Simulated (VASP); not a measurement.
# HfMo (Cmmm) in VASP: a series of runs, part 2 of 2

VASP 6.6.1. The steps go on from the part before.

### 3 Relaxation of cell and atoms, PBE, target pressure 10 GPa, at which the enthalpy is minimised

The input, INCAR:

```
SYSTEM = HfMo
ALGO     = Normal         ! electronic algorithm
EDIFF    = 1E-7           ! SCF threshold, eV
EDIFFG   = -0.01          ! ionic threshold
ENCUT    = 600            ! plane-wave cutoff, eV
GGA      = PE             ! functional
IBRION   = 2              ! ionic algorithm
ISIF     = 3              ! what is computed and relaxed
ISMEAR   = -1             ! smearing method
LASPH    = .True.         ! aspherical terms in the spheres
LCHARG   = .False.        ! write CHGCAR
LREAL    = .False.        ! projectors in reciprocal space
LWAVE    = .False.        ! write WAVECAR
NELM     = 80             ! most SCF steps
NSW      = 60             ! ionic steps
PREC     = Accurate       ! precision mode
PSTRESS  = 100.0        
SIGMA    = 0.05           ! smearing width, eV
```

The input, KPOINTS:

```
k-points
0
Gamma
  10 10 6
  0 0 0
```

The input, POSCAR:

```
HfMo
1.0
    1.6712035000     -2.4724670000      0.0000000000
    1.6712035000      2.4724670000      0.0000000000
    0.0000000000      0.0000000000      4.4470110000
Hf Mo
1 1
Direct
    0.0000000000      0.0000000000      0.0000000000
    0.5000000000      0.5000000000      0.5000000000
```

Potentials or basis: VASP PAW PBE potentials, release 64 (Hf_pv, Mo_sv).

The run is started by

```sh
$ cat potpaw_PBE.64/Hf_pv/POTCAR potpaw_PBE.64/Mo_sv/POTCAR > POTCAR
$ mpirun -np 1 vasp_std > vasp.out
```

OUTCAR:

```text
SYSTEM = HfMo
   EDIFF = 1E-7
   EDIFFG = -0.01
   ENCUT = 600
   GGA = PE
   IBRION = 2
   ISIF = 3
   ISMEAR = -1
   LASPH = .True.
   LREAL = .False.
   NELM = 80
   NSW = 60
   PREC = Accurate
   PSTRESS = 100.0

 ion  position               nearest neighbor table
   1  0.000  0.000  0.000-   2 2.78   2 2.78   2 2.78   2 2.78   2 3.33   2 3.33   2 3.33   2 3.33

   2  0.500  0.500  0.500-   1 2.78   1 2.78   1 2.78   1 2.78   1 3.33   1 3.33   1 3.33   1 3.33

  LATTYP: Found a base centered orthorhombic cell.
 ALAT       =     3.3424070000
 B/A-ratio  =     1.4794529810
 C/A-ratio  =     1.3304815960

  Lattice vectors:

 A1 = (   1.6712035000,  -2.4724670000,   0.0000000000)
 A2 = (   1.6712035000,   2.4724670000,   0.0000000000)
 A3 = (   0.0000000000,   0.0000000000,   4.4470110000)

Analysis of symmetry for initial positions (statically):
=====================================================================
 Subroutine PRICEL returns:
 Original cell was already a primitive cell.

 Routine SETGRP: Setting up the symmetry group for a
 base centered orthorhombic supercell.

 Subroutine GETGRP returns: Found  8 space group operations
[... 172 lines left out ...]
  -------------------------------------------------------------------------------------
  Total        0.1271832     -0.2443742     -0.0233006      0.0000000      0.0000000      0.0000000
  in kB        5.5447546    -10.6538811     -1.0158284      0.0000000      0.0000000      0.0000000
  external PRESSURE =    -102.0416516 kB  Pullay stress =     100.0000000 kB
[... 291 lines left out ...]
--------------------------------------- Ionic step        9  -------------------------------------------

 number of electron      24.0000001 magnetization

 Free energy of the ion-electron system (eV)
  ---------------------------------------------------
  ext. energy  EPLUGINS =         0.00000000
  ---------------------------------------------------
  free energy    TOTEN  =       -20.64337915 eV

  energy without entropy =      -20.62743067  energy(sigma->0) =      -20.63540491

 E-fermi :   8.4655     XC(G=0): -12.6365

 val. band max:        8.4628299040   @ k =   0.3000   0.0000   0.0000
 cond. band min:       8.4717891544   @ k =  -0.3000   0.1000   0.1667
 fundamental gap:      0.0089592504
 Fermi energy:         8.4655077557

 k-point     1 :       0.0000    0.0000    0.0000
  band No.  band energies     occupation
      1     -51.7919      2.00000
      2     -26.0393      2.00000
      3     -25.6608      2.00000
      4     -25.5470      2.00000
      5     -21.1350      2.00000
      6     -20.8726      2.00000
[... 433 lines left out ...]
      3     -25.9360      2.00000
      4     -25.8496      2.00000
      5     -21.6867      2.00000
      6     -21.3961      2.00000
[... 8 lines left out ...]
     15      12.5042      0.00000
     16      13.4518      0.00000

 [... further k-points ...]

------------------------ aborting loop because EDIFF is reached ----------------------------------------

  FORCE on cell =-STRESS in cart. coord.  units (eV):
  Direction    XX          YY          ZZ          XY          YZ          ZX
  --------------------------------------------------------------------------------------
  -------------------------------------------------------------------------------------
  Total        2.1570026      2.1634981      2.1715236      0.0000000      0.0000000      0.0000000
  in kB       99.6808280     99.9810042    100.3518800      0.0000000      0.0000000      0.0000000
  external PRESSURE =       0.0045707 kB  Pullay stress =     100.0000000 kB
[... 21 lines left out ...]
  energy  without entropy=      -20.6274306706  energy(sigma->0) =      -20.63540491

  enthalpy is  TOTEN    =       -18.4794699620 eV   P V=        2.1639091930

 reached required accuracy - stopping structural energy minimisation
```

OSZICAR:

```text
N       E                     dE             d eps       ncg     rms          rms(c)
DAV:   1     0.183092592892E+03    0.18309E+03   -0.16107E+04  3984   0.167E+03
[... 88 lines left out ...]
DAV:   1    -0.206448323245E+02    0.33332E-02   -0.34250E-02  4088   0.194E+00    0.565E-01
DAV:   2    -0.206442295891E+02    0.60274E-03   -0.19956E-02  4808   0.803E-01    0.437E-01
DAV:   3    -0.206434321110E+02    0.79748E-03   -0.67859E-03  4848   0.319E-01    0.655E-02
DAV:   4    -0.206433744230E+02    0.57688E-04   -0.38541E-04  4240   0.160E-01    0.408E-02
DAV:   5    -0.206433752312E+02   -0.80820E-06   -0.17540E-05  5160   0.259E-02    0.263E-02
DAV:   6    -0.206433791274E+02   -0.38962E-05   -0.44416E-06  4528   0.165E-02    0.269E-03
DAV:   7    -0.206433791550E+02   -0.27598E-07   -0.17514E-07  3496   0.324E-03
   9 F= -.18479470E+02 E0= -.18471496E+02  d E =-.299276E-04
```

It took 2.6 min on 1 thread of Intel Xeon 6975P-C (Granite Rapids), shared host; peak memory 0.24 GiB.

What came out:

```yaml
Free_energy: -20.6434 eV
Relaxed_volume: 17.33 Å³/atom
Relaxed_cell: a = 2.913 Å, b = 2.913 Å, c = 4.385 Å, α = 90.00°, β = 90.00°, γ = 111.25°
Space_group_after_relaxing_to_0.1_Å: Cmmm (No. 65)
Energy_change_on_relaxing_the_run_minimises_the_enthalpy: +29.6 meV/atom
Ionic_steps: 9
Pressure_after_relaxing: 10.0 GPa
Band_gap_on_the_k_mesh: zero (bands 12 and 13 overlap by 2.86 eV)
```

The path:
| step | energy change (eV) | largest force (eV/Å) | pressure (GPa) | volume (Å³) |
| --- | --- | --- | --- | --- |
| 1 | 0.0000 | 0.0000 | -0.20 | 36.75 |
| 2 | 0.6080 | 0.0000 | 38.84 | 30.87 |
| 3 | 0.0555 | 0.0000 | 9.62 | 34.75 |
| 4 | 0.0595 | 0.0000 | 9.99 | 34.69 |
| 5 | 0.0620 | 0.0000 | 10.22 | 34.65 |
| 6 | 0.0615 | 0.0000 | 10.23 | 34.63 |
| 7 | 0.0617 | 0.0000 | 10.23 | 34.63 |
| 8 | 0.0543 | 0.0000 | 9.56 | 34.75 |
| 9 | 0.0591 | 0.0000 | 10.00 | 34.67 |

Final structure:
```cif
data_structure
_symmetry_space_group_name_H-M 'P 1'
_symmetry_Int_Tables_number 1
_cell_length_a 2.9127
_cell_length_b 2.9127
_cell_length_c 4.3848
_cell_angle_alpha 90.000
_cell_angle_beta 90.000
_cell_angle_gamma 111.254
_cell_volume 34.67
loop_
_atom_site_label
_atom_site_type_symbol
_atom_site_fract_x
_atom_site_fract_y
_atom_site_fract_z
_atom_site_occupancy
Hf1 Hf 0.00000 0.00000 0.00000 1
Mo1 Mo 0.50000 0.50000 0.50000 1
```

Levels at points of the mesh, in eV from the Fermi level:
```
           k point  band 10  band 11  band 12  band 13  band 14  band 15
(0.00, 0.00, 0.00)    -1.87    -0.46     0.11     1.45     2.03     2.75
(0.50, 0.00, 0.00)    -1.60    -0.99    -0.57     0.02     1.46     2.71
(0.50, 0.50, 0.00)    -3.95    -2.12     1.44     3.85     3.95     5.17
(0.00, 0.00, 0.50)    -1.28    -0.42     0.41     1.22     1.24     1.32
(0.50, 0.00, 0.50)    -2.01    -1.51     1.96     2.22     2.45     2.67
(0.50, 0.50, 0.50)    -2.35    -1.68     0.01     0.78     2.06     3.02
```

Caveat: the cell is relaxed towards a set pressure, so the run minimises the enthalpy, not the energy; spin-orbit coupling is left out, which moves the levels of the heavy elements.
